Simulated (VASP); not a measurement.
# Be (P6_3/mmc) in VASP: notebook

Be is run at these levels: LDA; tasks: single point.

Program: VASP 6.6.1. These are calculated values, not measurements. Logs are shortened: lines on timing, memory, paths and dates and some standing lists are left out, and cuts for length are marked.

## (1) The cell of the first run

It takes space group P6_3/mmc (No. 194, hexagonal). The conventional cell has a = 2.230 Å, b = 2.230 Å, c = 3.508 Å, α = 90.00°, β = 90.00°, γ = 120.00°. Within 2.9 Å of Be (site symmetry -6m2) lie 12 Be at 2.18 to 2.23 Å.

## (2) Single point, LDA

Input file INCAR:

```
PREC = Accurate ; ENCUT = 520
EDIFF = 1E-7 ; ISMEAR = 0
SIGMA = 1.0 ; LREAL = False
LASPH = True ; NELM = 60
ALGO = Normal ; ISIF = 2
LWAVE = False ; LCHARG = False
NBANDS = 9
```

Input file KPOINTS:

```
regular mesh
0
Gamma
  16 16 9
```

Input file POSCAR:

```
Be
1.0
    2.2295160349      0.0000000000      0.0000000000
   -1.1147580175      1.9308175243      0.0000000000
    0.0000000000      0.0000000000      3.5083258361
Be
2
Direct
    0.3333333333      0.6666666667      0.2500000000
    0.6666666667      0.3333333333      0.7500000000
```

Potentials or basis: VASP PAW LDA potentials, release 64 (Be).

Launch:

```sh
$ cat potpaw_LDA.64/Be/POTCAR > POTCAR
$ mpirun -np 1 vasp_std > vasp.out
```

OUTCAR:

```text
PREC = Accurate
   ENCUT = 520
   EDIFF = 1E-7
   ISMEAR = 0
   LREAL = False
   LASPH = True
   NELM = 60
   ISIF = 2

 ion  position               nearest neighbor table
   1  0.333  0.667  0.250-   2 2.18   2 2.18   2 2.18   2 2.18   2 2.18   2 2.18
   2  0.667  0.333  0.750-   1 2.18   1 2.18   1 2.18   1 2.18   1 2.18   1 2.18

  LATTYP: Found a hexagonal cell.
 ALAT       =     2.2295160349
 C/A-ratio  =     1.5735817914

  Lattice vectors:

 A1 = (   2.2295160349,   0.0000000000,   0.0000000000)
 A2 = (  -1.1147580175,   1.9308175243,   0.0000000000)
 A3 = (   0.0000000000,   0.0000000000,   3.5083258361)

Analysis of symmetry for initial positions (statically):
=====================================================================
 Subroutine PRICEL returns:
 Original cell was already a primitive cell.

 Routine SETGRP: Setting up the symmetry group for a
 hexagonal supercell.

 Subroutine GETGRP returns: Found 24 space group operations
 (whereof 12 operations were pure point group operations)
 out of a pool of 24 trial point group operations.

The static configuration has the point symmetry D_3d.
 The point group associated with its full space group is D_6h.

Analysis of symmetry for dynamics (positions and initial velocities):
=====================================================================
 Subroutine PRICEL returns:
 Original cell was already a primitive cell.

 Routine SETGRP: Setting up the symmetry group for a
 hexagonal supercell.

 Subroutine GETGRP returns: Found 24 space group operations
 (whereof 12 operations were pure point group operations)
 out of a pool of 24 trial point group operations.

The dynamic configuration has the point symmetry D_3d.
 The point group associated with its full space group is D_6h.

 Subroutine INISYM returns: Found 24 space group operations
 (whereof 12 operations are pure point group operations),
 and found     1 'primitive' translations

----------------------------------------------------------------------------------------

                                     Primitive cell

  volume of cell :      15.1026

  direct lattice vectors                    reciprocal lattice vectors
     2.229516035  0.000000000  0.000000000     0.448527835  0.258957666  0.000000000
    -1.114758018  1.930817524  0.000000000     0.000000000  0.517915332  0.000000000
     0.000000000  0.000000000  3.508325836     0.000000000  0.000000000  0.285036239

  length of vectors
     2.229516035  2.229516035  3.508325836     0.517915332  0.517915332  0.285036239

  position of ions in fractional coordinates (direct lattice)
     0.333333333  0.666666667  0.250000000
     0.666666667  0.333333333  0.750000000

  ion indices of the primitive-cell ions
   primitive index   ion index
                 1           1
                 2           2

----------------------------------------------------------------------------------------

 KPOINTS: regular mesh

Automatic generation of k-mesh.
 Grid dimensions read from file:
 generate k-points for:   16   16    9

 Generating k-lattice:

  Cartesian coordinates                     Fractional coordinates (reciprocal lattice)
     0.028032990  0.016184854  0.000000000     0.062500000  0.000000000  0.000000000
     0.000000000  0.032369708  0.000000000     0.000000000  0.062500000  0.000000000
     0.000000000  0.000000000  0.031670693     0.000000000  0.000000000  0.111111111

  Length of vectors
     0.032369708  0.032369708  0.031670693

  Shift w.r.t. Gamma in fractional coordinates (k-lattice)
     0.000000000  0.000000000  0.000000000

 Subroutine IBZKPT returns following result:
 ===========================================

 Found    150 irreducible k-points:

 Following reciprocal coordinates:
            Coordinates               Weight
  0.000000  0.000000  0.000000      1.000000
  0.062500  0.000000  0.000000      6.000000
  0.125000  0.000000  0.000000      6.000000
  0.187500  0.000000  0.000000      6.000000
  0.250000  0.000000  0.000000      6.000000
  0.312500  0.000000  0.000000      6.000000
[... 16 lines left out ...]
  0.187500  0.187500  0.000000      6.000000
  0.250000  0.187500  0.000000     12.000000
 [... further k-points ...]
   k-points           NKPTS =    150   k-points in BZ     NKDIM =    150   number of bands    NBANDS=      9
   number of dos      NEDOS =    301   number of ions     NIONS =      2
   total plane-waves  NPLWV =   9072
   dimension x,y,z NGX =    18 NGY =   18 NGZ =   28
   dimension x,y,z NGXF=    36 NGYF=   36 NGZF=   56
   ions per type =               2
   NGX,Y,Z   is equivalent  to a cutoff of  13.42, 13.42, 13.27 a.u.
   NGXF,Y,Z  is equivalent  to a cutoff of  26.84, 26.84, 26.54 a.u.
 SYSTEM =  unknown system
   PREC   = accura    normal or accurate (medium, high low for compatibility)
   ISTART =      0    job   : 0-new  1-cont  2-samecut
   ICHARG =      2    charge: 1-file 2-atom 10-const
   ISPIN  =      1    spin polarized calculation?
   LNONCOLLINEAR =      F non collinear calculations
   LSORBIT =      F    spin-orbit coupling
   LASPH  =      T    aspherical Exc in radial PAW
   ENCUT  =  520.0 eV  38.22 Ry    6.18 a.u.   4.15  4.15  6.52*2*pi/ulx,y,z
   NELM   =     60;   NELMIN=  2; NELMDL= -5     # of ELM steps
   EDIFF  = 0.1E-06   stopping-criterion for ELM
   LREAL  =      F    real-space projection
   EDIFFG = 0.1E-05   stopping-criterion for IOM
   NSW    =      0    number of steps for IOM
   IBRION =     -1    ionic relax: 0-MD 1-quasi-New 2-CG
   NFREE  =      0    steps in history (QN), initial steepest desc. (CG)
   ISIF   =      2    stress and relaxation
   ISYM   =      2    0-nonsym 1-usesym 2-fastsym
   POTIM  = 0.5000    time-step for ionic-motion
   TEBEG  =    0.0;   TEEND  =   0.0 temperature during run
   PSTRESS=    0.0 pullay stress
   NELECT =       4.0000    total number of electrons
   NUPDOWN=      -1.0000    fix difference up-down
   EMIN   =  10.00;   EMAX   =-10.00  energy-range for DOS
   EFERMI =   0.00;   METHOD = LEGACY
   ISMEAR =     0;   SIGMA  =   1.00  broadening in eV -4-tet -1-fermi 0-gaus
   EFERMI_NEDOS =   21; number of points for ismear=-14 and -15
   IALGO  =     38    algorithm
   IMIX   =      4    mixing-type and parameters
     AMIX     =   0.40;   BMIX     =  1.00
     AMIX_MAG =   1.60;   BMIX_MAG =  1.00
  volume/ion in A,a.u.               =       7.55        50.96
  Fermi-wavevector in a.u.,A,eV,Ry     =   1.051343  1.986749 15.038807  1.105321
  Thomas-Fermi vector in A             =   2.186382
   LORBIT       =      0    0 simple, 1 ext, 2 COOP (PROOUT), +10 PAW based schemes
   GGA     = CA    functional components
   LHFCALC =     F    Hartree Fock is set to
   AEXX    =    0.0000 exact exchange contribution
   IVDW    =     0    specifies the selected vdW correction
   LEPSILON=     F    determine dielectric tensor
   LRPA    =     F    only Hartree local field effects (RPA)
 non-spin polarized calculation
 Gauss-broadening in eV      SIGMA  =   1.00
  energy-cutoff  :      520.00
  volume of cell :       15.10
 maximum number of plane-waves:       424
 NGX is ok and might be reduce to    18
   NGX =  9   NGY =  9   NGZ = 13

 number of electron       4.0000000 magnetization

 Free energy of the ion-electron system (eV)
  ---------------------------------------------------
  ext. energy  EPLUGINS =         0.00000000
  ---------------------------------------------------
  free energy    TOTEN  =        -8.45685722 eV

  energy without entropy =       -8.37023482  energy(sigma->0) =       -8.41354602

 E-fermi :   7.2060     XC(G=0): -10.7735

 val. band max:        7.1720926461   @ k =   0.3125   0.0625   0.0000
 cond. band min:       7.4012213864   @ k =   0.3125   0.3125   0.4444
 fundamental gap:      0.2291287403
 Fermi energy:         7.2059568510

 k-point     1 :       0.0000    0.0000    0.0000
  band No.  band energies     occupation
      1      -4.3018      2.00000
      2       2.5469      2.00000
      3       8.5489      0.05753
      4      23.4462      0.00000
      5      23.4462      0.00000
      6      26.3776      0.00000
      7      26.3776      0.00000
      8      28.4980      0.00000
      9      35.1406      0.00000

 k-point     2 :       0.0625    0.0000    0.0000
  band No.  band energies     occupation
      1      -4.1897      2.00000
      2       2.6983      2.00000
      3       8.5718      0.05341
      4      22.5446      0.00000
      5      22.7572      0.00000
      6      26.3978      0.00000
      7      26.7212      0.00000
      8      28.2818      0.00000
      9      33.3163      0.00000

 k-point     3 :       0.1250    0.0000    0.0000
  band No.  band energies     occupation
      1      -3.8532      2.00000
      2       3.1521      2.00000
      3       8.6301      0.04401
      4      20.4146      0.00000
      5      21.4438      0.00000
      6      26.3405      0.00000
      7      26.9561      0.00000
      8      27.5035      0.00000
      9      30.8063      0.00000

 k-point     4 :       0.1875    0.0000    0.0000
  band No.  band energies     occupation
      1      -3.2915      2.00000
      2       3.9061      2.00000
      3       8.6764      0.03757
      4      17.9144      0.00000
      5      20.1081      0.00000
      6      25.8234      0.00000
      7      25.8792      0.00000
      8      26.6506      0.00000
      9      28.6050      0.00000
[... 205 lines left out ...]
 k-point    22 :       0.4375    0.1250    0.0000
  band No.  band energies     occupation
      1       2.4244      2.00000
      2       4.3514      1.99995
      3      11.2802      0.00000
      4      12.6772      0.00000
      5      14.1465      0.00000
      6      14.1891      0.00000
      7      20.3518      0.00000
      8      23.6947      0.00000
      9      25.8276      0.00000

 k-point    23 :       0.1875    0.1875    0.0000
  band No.  band energies     occupation
      1      -1.2564      2.00000
      2       6.5914      1.61523
      3       8.6371      0.04298
      4      12.8248      0.00000
      5      16.0484      0.00000
      6      21.4562      0.00000
      7      23.5345      0.00000
      8      24.1136      0.00000
      9      26.6188      0.00000

 k-point    24 :       0.2500    0.1875    0.0000
  band No.  band energies     occupation
      1      -0.1245      2.00000
      2       8.0524      0.23127
      3       8.1605      0.17705
      4      11.1267      0.00000
      5      15.1645      0.00000
      6      19.3423      0.00000
      7      22.4785      0.00000
      8      23.5378      0.00000
      9      24.7704      0.00000

 [... further k-points ...]
[... 5 lines left out ...]
  --------------------------------------------------------------------------------------
  -------------------------------------------------------------------------------------
  Total        0.0520784      0.0520784      0.1176990     -0.0000000      0.0000000      0.0000000
  in kB        5.5247959      5.5247959     12.4862413     -0.0000000      0.0000000      0.0000000
  external PRESSURE =       7.8452777 kB  Pullay stress =       0.0000000 kB

 VOLUME and BASIS-vectors are now :
 -----------------------------------------------------------------------------
  energy-cutoff  :      520.00
  volume of cell :       15.10
      direct lattice vectors                 reciprocal lattice vectors
     2.229516035  0.000000000  0.000000000     0.448527835  0.258957666  0.000000000
    -1.114758018  1.930817524  0.000000000     0.000000000  0.517915332  0.000000000
     0.000000000  0.000000000  3.508325836     0.000000000  0.000000000  0.285036239

 POSITION                                       TOTAL-FORCE (eV/Angst)
 -----------------------------------------------------------------------------------
     -0.00000      1.28721      0.87708         0.000000      0.000000      0.000000
      1.11476      0.64361      2.63124        -0.000000      0.000000      0.000000
 -----------------------------------------------------------------------------------
    total drift:                                0.000000     -0.000000      0.000000

  FREE ENERGIE OF THE ION-ELECTRON SYSTEM (eV)
  ---------------------------------------------------
  free  energy   TOTEN  =        -8.4568572158 eV

  energy  without entropy=       -8.3702348168  energy(sigma->0) =       -8.41354602
```

It took 6.1 s on 1 thread of Intel Xeon 6975P-C (Granite Rapids), shared host; peak memory 0.12 GiB.

What came out:

```yaml
Free_energy: -8.4569 eV
Pressure: 0.8 GPa
Band_gap_on_the_k_mesh: zero (band 2 reaches 8.05 eV, above the bottom of band 3 at 6.47 eV)
```

Stress tensor (GPa, compression positive):
```
0.55 0.00 0.00
0.00 0.55 0.00
0.00 0.00 1.25
```

Levels at points of the mesh, in eV from the Fermi level:
| k point | band 1 | band 2 | band 3 | band 4 | band 5 | band 6 |
| --- | --- | --- | --- | --- | --- | --- |
| (0.00, 0.00, 0.00) | -11.51 | -4.66 | 1.34 | 16.24 | 16.24 | 19.17 |
| (0.50, 0.00, 0.00) | -5.21 | -3.18 | 3.63 | 6.61 | 7.02 | 9.52 |

(Continued in part 2 of 2.)
